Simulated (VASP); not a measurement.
# LiF (I4/mmm) in VASP: further runs

LiF is run at these levels: r2SCAN; tasks: single point.

Everything below comes from runs of VASP 6.6.1. Logs are shortened: lines on timing, memory, paths and dates and some standing lists are left out, and cuts for length are marked.

### Step 1. The cell of the first run

Symmetry: I4/mmm, No. 139, tetragonal system. Conventional cell: a = 2.677 Å, b = 2.677 Å, c = 4.028 Å, α = 90.00°, β = 90.00°, γ = 90.00°. Within 2.5 Å of Li (site symmetry 4/mmm) lie 6 F at 1.89 to 2.01 Å. F (site symmetry 4/mmm) has 6 Li at 1.89 to 2.01 Å within 2.5 Å.

### Step 2. Single point, r2SCAN (strain -0.0600 x Voigt [1, 1, 0, 0, 0, 0])

File POSCAR:

```
LiF
1.0
    0.0000000000      1.8931600000      2.0140000000
    1.8931600000      0.0000000000      2.0140000000
    1.8931600000      1.8931600000      0.0000000000
Li F
1 1
Direct
    0.0000000000      0.0000000000      0.0000000000
    0.5000000000      0.5000000000      0.5000000000
```

File INCAR.step1:

```
SYSTEM = LiF
PREC = Accurate ; ENCUT = 520
ISMEAR = 0 ; SIGMA = 0.05
LREAL = .FALSE. ; LASPH = .TRUE.
NELM = 100 ; NBANDS = 12
GGA = PE ; ALGO = Normal
EDIFF = 1E-4 ; LWAVE = .TRUE.
LCHARG = .FALSE.
```

File INCAR.step2:

```
SYSTEM = LiF
PREC = Accurate ; ENCUT = 520
EDIFF = 1E-6 ; ISMEAR = 0
SIGMA = 0.05 ; LREAL = .FALSE.
LASPH = .TRUE. ; NELM = 100
ALGO = Normal ; ISIF = 2
LWAVE = .FALSE. ; LCHARG = .FALSE.
METAGGA = R2SCAN ; LMIXTAU = .TRUE.
NBANDS = 12 ; ISTART = 1
```

File KPOINTS:

```
Automatic mesh
0
G
  10 10 10
  0 0 0
```

Potentials or basis: VASP PAW PBE potentials, release 64 (Li_sv, F).

Run with:

```sh
$ cat potpaw_PBE.64/Li_sv/POTCAR potpaw_PBE.64/F/POTCAR > POTCAR
$ cp INCAR.step1 INCAR
$ mpirun -np 1 vasp_std > vasp.out
$ cp INCAR.step2 INCAR
$ mpirun -np 1 vasp_std > vasp.out
```

OUTCAR:

```text
SYSTEM = LiF
   PREC = Accurate
   ENCUT = 520
   EDIFF = 1E-6
   ISMEAR = 0
   LREAL = .FALSE.
   LASPH = .TRUE.
   NELM = 100
   ISIF = 2
   METAGGA = R2SCAN
   ISTART = 1

 ion  position               nearest neighbor table
   1  0.000  0.000  0.000-   2 1.89   2 1.89   2 1.89   2 1.89   2 2.01   2 2.01
   2  0.500  0.500  0.500-   1 1.89   1 1.89   1 1.89   1 1.89   1 2.01   1 2.01

  LATTYP: Found a body centered tetragonal cell.
 ALAT       =     2.6773325477
 C/A-ratio  =     1.5044825132

  Lattice vectors:

 A1 = (  -1.8931600000,   0.0000000000,   2.0140000000)
 A2 = (   1.8931600000,   0.0000000000,   2.0140000000)
 A3 = (   0.0000000000,   1.8931600000,  -2.0140000000)

Analysis of symmetry for initial positions (statically):
=====================================================================
 Subroutine PRICEL returns:
 Original cell was already a primitive cell.

 Routine SETGRP: Setting up the symmetry group for a
 body centered tetragonal supercell.

 Subroutine GETGRP returns: Found 16 space group operations
 (whereof 16 operations were pure point group operations)
 out of a pool of 16 trial point group operations.

The static configuration has the point symmetry D_4h.

Analysis of symmetry for dynamics (positions and initial velocities):
=====================================================================
 Subroutine PRICEL returns:
 Original cell was already a primitive cell.

 Routine SETGRP: Setting up the symmetry group for a
 body centered tetragonal supercell.

 Subroutine GETGRP returns: Found 16 space group operations
 (whereof 16 operations were pure point group operations)
 out of a pool of 16 trial point group operations.

The dynamic configuration has the point symmetry D_4h.

 Subroutine INISYM returns: Found 16 space group operations
 (whereof 16 operations are pure point group operations),
 and found     1 'primitive' translations

----------------------------------------------------------------------------------------

                                     Primitive cell

  volume of cell :      14.4366

  direct lattice vectors                    reciprocal lattice vectors
     0.000000000  1.893160000  2.014000000    -0.264108686  0.264108686  0.248262165
     1.893160000  0.000000000  2.014000000     0.264108686 -0.264108686  0.248262165
     1.893160000  1.893160000  0.000000000     0.264108686  0.264108686 -0.248262165

  length of vectors
     2.764100357  2.764100357  2.677332548     0.448487345  0.448487345  0.448487345

  position of ions in fractional coordinates (direct lattice)
     0.000000000  0.000000000  0.000000000
     0.500000000  0.500000000  0.500000000

  ion indices of the primitive-cell ions
   primitive index   ion index
                 1           1
                 2           2

----------------------------------------------------------------------------------------

 KPOINTS: Automatic mesh

Automatic generation of k-mesh.
 Grid dimensions read from file:
 generate k-points for:   10   10   10

 Generating k-lattice:

  Cartesian coordinates                     Fractional coordinates (reciprocal lattice)
    -0.026410869  0.026410869  0.024826216     0.100000000  0.000000000  0.000000000
     0.026410869 -0.026410869  0.024826216     0.000000000  0.100000000  0.000000000
     0.026410869  0.026410869 -0.024826216    -0.000000000 -0.000000000  0.100000000

  Length of vectors
     0.044848734  0.044848734  0.044848734

  Shift w.r.t. Gamma in fractional coordinates (k-lattice)
     0.000000000  0.000000000  0.000000000

 Subroutine IBZKPT returns following result:
 ===========================================

 Found    102 irreducible k-points:

 Following reciprocal coordinates:
            Coordinates               Weight
  0.000000  0.000000  0.000000      1.000000
  0.100000 -0.000000  0.000000      8.000000
  0.200000 -0.000000  0.000000      8.000000
  0.300000  0.000000  0.000000      8.000000
  0.400000  0.000000  0.000000      8.000000
  0.500000  0.000000  0.000000      4.000000
[... 16 lines left out ...]
  0.300000  0.300000  0.000000      2.000000
  0.400000  0.300000  0.000000      8.000000
 [... further k-points ...]
   k-points           NKPTS =    102   k-points in BZ     NKDIM =    102   number of bands    NBANDS=     12
   number of dos      NEDOS =    301   number of ions     NIONS =      2
   total plane-waves  NPLWV =  11520
   dimension x,y,z NGX =    24 NGY =   24 NGZ =   20
   dimension x,y,z NGXF=    48 NGYF=   48 NGZF=   40
   ions per type =               1   1
   NGX,Y,Z   is equivalent  to a cutoff of  14.43, 14.43, 12.42 a.u.
   NGXF,Y,Z  is equivalent  to a cutoff of  28.87, 28.87, 24.84 a.u.
 SYSTEM =  LiF
   PREC   = accura    normal or accurate (medium, high low for compatibility)
   ISTART =      1    job   : 0-new  1-cont  2-samecut
   ICHARG =      0    charge: 1-file 2-atom 10-const
   ISPIN  =      1    spin polarized calculation?
   LNONCOLLINEAR =      F non collinear calculations
   LSORBIT =      F    spin-orbit coupling
   LASPH  =      T    aspherical Exc in radial PAW
   ENCUT  =  520.0 eV  38.22 Ry    6.18 a.u.   5.14  5.14  4.98*2*pi/ulx,y,z
   NELM   =    100;   NELMIN=  2; NELMDL=  0     # of ELM steps
   EDIFF  = 0.1E-05   stopping-criterion for ELM
   LREAL  =      F    real-space projection
   EDIFFG = 0.1E-04   stopping-criterion for IOM
   NSW    =      0    number of steps for IOM
   IBRION =     -1    ionic relax: 0-MD 1-quasi-New 2-CG
   NFREE  =      0    steps in history (QN), initial steepest desc. (CG)
   ISIF   =      2    stress and relaxation
   ISYM   =      2    0-nonsym 1-usesym 2-fastsym
   POTIM  = 0.5000    time-step for ionic-motion
   TEBEG  =    0.0;   TEEND  =   0.0 temperature during run
   PSTRESS=    0.0 pullay stress
   NELECT =      10.0000    total number of electrons
   NUPDOWN=      -1.0000    fix difference up-down
   EMIN   =  10.00;   EMAX   =-10.00  energy-range for DOS
   EFERMI =   0.00;   METHOD = LEGACY
   ISMEAR =     0;   SIGMA  =   0.05  broadening in eV -4-tet -1-fermi 0-gaus
   EFERMI_NEDOS =   21; number of points for ismear=-14 and -15
   IALGO  =     38    algorithm
   IMIX   =      4    mixing-type and parameters
     AMIX     =   0.40;   BMIX     =  1.00
     AMIX_MAG =   1.60;   BMIX_MAG =  1.00
  volume/ion in A,a.u.               =       7.22        48.71
  Fermi-wavevector in a.u.,A,eV,Ry     =   1.448505  2.737278 28.547309  2.098168
  Thomas-Fermi vector in A             =   2.566339
   LORBIT       =      0    0 simple, 1 ext, 2 COOP (PROOUT), +10 PAW based schemes
   METAGGA = R2SCAN    functional components
   LHFCALC =     F    Hartree Fock is set to
   AEXX    =    0.0000 exact exchange contribution
   IVDW    =     0    specifies the selected vdW correction
   LEPSILON=     F    determine dielectric tensor
   LRPA    =     F    only Hartree local field effects (RPA)
 non-spin polarized calculation
 Gauss-broadening in eV      SIGMA  =   0.05
  energy-cutoff  :      520.00
  volume of cell :       14.44
 maximum number of plane-waves:       400
 NGX is ok and might be reduce to    24
   NGX = 11   NGY = 11   NGZ =  9

 number of electron       9.9999995 magnetization

 Free energy of the ion-electron system (eV)
  ---------------------------------------------------
  ext. energy  EPLUGINS =         0.00000000
  ---------------------------------------------------
  free energy    TOTEN  =       -11.84756127 eV

  energy without entropy =      -11.84756127  energy(sigma->0) =      -11.84756127

 E-fermi :  -0.4312     XC(G=0): -11.2104

 val. band max:       -0.7626926734   @ k =   0.0000   0.0000   0.0000
 cond. band min:      10.6527635710   @ k =   0.0000   0.0000   0.0000
 fundamental gap:     11.4154562443
 Fermi energy:        -0.4312224873

 k-point     1 :       0.0000    0.0000    0.0000
  band No.  band energies     occupation
      1     -42.6743      2.00000
      2     -22.2939      2.00000
      3      -0.8898      2.00000
      4      -0.8898      2.00000
      5      -0.7627      2.00000
      6      10.6528      0.00000
      7      25.5897      0.00000
      8      25.8795      0.00000
      9      26.1520      0.00000
     10      26.1533      0.00000
     11      27.7018      0.00000
     12      27.7049      0.00000

 k-point     2 :       0.1000   -0.0000    0.0000
  band No.  band energies     occupation
      1     -42.6648      2.00000
      2     -22.2505      2.00000
      3      -1.1757      2.00000
      4      -0.9061      2.00000
      5      -0.8360      2.00000
      6      10.9306      0.00000
      7      22.9934      0.00000
      8      24.4904      0.00000
      9      25.5334      0.00000
     10      27.1937      0.00000
     11      27.8987      0.00000
     12      28.3762      0.00000

 k-point     3 :       0.2000   -0.0000    0.0000
  band No.  band energies     occupation
      1     -42.6402      2.00000
      2     -22.1340      2.00000
      3      -1.9424      2.00000
      4      -0.9498      2.00000
      5      -0.9474      2.00000
      6      11.5060      0.00000
      7      20.3949      0.00000
      8      22.7778      0.00000
      9      24.0330      0.00000
     10      28.5388      0.00000
     11      29.0002      0.00000
     12      29.4769      0.00000
[... 286 lines left out ...]
 k-point    23 :       0.3000    0.3000    0.0000
  band No.  band energies     occupation
      1     -42.6035      2.00000
      2     -21.8189      2.00000
      3      -3.1318      2.00000
      4      -1.5635      2.00000
      5      -1.5635      2.00000
      6      13.5521      0.00000
      7      19.3441      0.00000
      8      21.0466      0.00000
      9      23.4829      0.00000
     10      23.4851      0.00000
     11      37.7865      0.00000
     12      38.3182      0.00000

 k-point    24 :       0.4000    0.3000    0.0000
  band No.  band energies     occupation
      1     -42.5864      2.00000
      2     -21.6943      2.00000
      3      -3.6207      2.00000
      4      -1.8127      2.00000
      5      -1.6553      2.00000
      6      14.2671      0.00000
      7      18.3431      0.00000
      8      20.6595      0.00000
      9      23.2086      0.00000
     10      24.2347      0.00000
     11      37.2845      0.00000
     12      38.4671      0.00000

 [... further k-points ...]

------------------------ aborting loop because EDIFF is reached ----------------------------------------

  FORCE on cell =-STRESS in cart. coord.  units (eV):
  Direction    XX          YY          ZZ          XY          YZ          ZX
  --------------------------------------------------------------------------------------
  -------------------------------------------------------------------------------------
  Total        1.1151230      1.1151230      0.2624247      0.0000000      0.0000000      0.0000000
  in kB      123.7568472    123.7568472     29.1240075      0.0000000      0.0000000      0.0000000
  external PRESSURE =      92.2125673 kB  Pullay stress =       0.0000000 kB

 VOLUME and BASIS-vectors are now :
 -----------------------------------------------------------------------------
  energy-cutoff  :      520.00
  volume of cell :       14.44
      direct lattice vectors                 reciprocal lattice vectors
     0.000000000  1.893160000  2.014000000    -0.264108686  0.264108686  0.248262165
     1.893160000  0.000000000  2.014000000     0.264108686 -0.264108686  0.248262165
     1.893160000  1.893160000  0.000000000     0.264108686  0.264108686 -0.248262165

 POSITION                                       TOTAL-FORCE (eV/Angst)
 -----------------------------------------------------------------------------------
      0.00000      0.00000      0.00000         0.000000     -0.000000      0.000000
      1.89316      1.89316      2.01400        -0.000000      0.000000      0.000000
 -----------------------------------------------------------------------------------
    total drift:                               -0.000000     -0.000000      0.000000

  FREE ENERGIE OF THE ION-ELECTRON SYSTEM (eV)
  ---------------------------------------------------
  free  energy   TOTEN  =       -11.8475612682 eV

  energy  without entropy=      -11.8475612682  energy(sigma->0) =      -11.84756127
```

It used 36 s of CPU time on 1 thread of Intel(R) Xeon(R) Platinum 8488C (Sapphire Rapids) (shared host).

What came out:

```
Free energy            : -11.8476 eV
Band gap on the k mesh : 11.42 eV, direct
```

Caveat: the cell differs from its parent crystal (strain -0.0600 x Voigt [1, 1, 0, 0, 0, 0]); the cutoff is under 1.25 times the usual one of these potentials, so pressure, stress and relaxed cells hold a basis-set (Pulay) error; the PAW data sets were made with another functional, which shifts forces and pressure a little.

(Continued in part 2 of 3.)
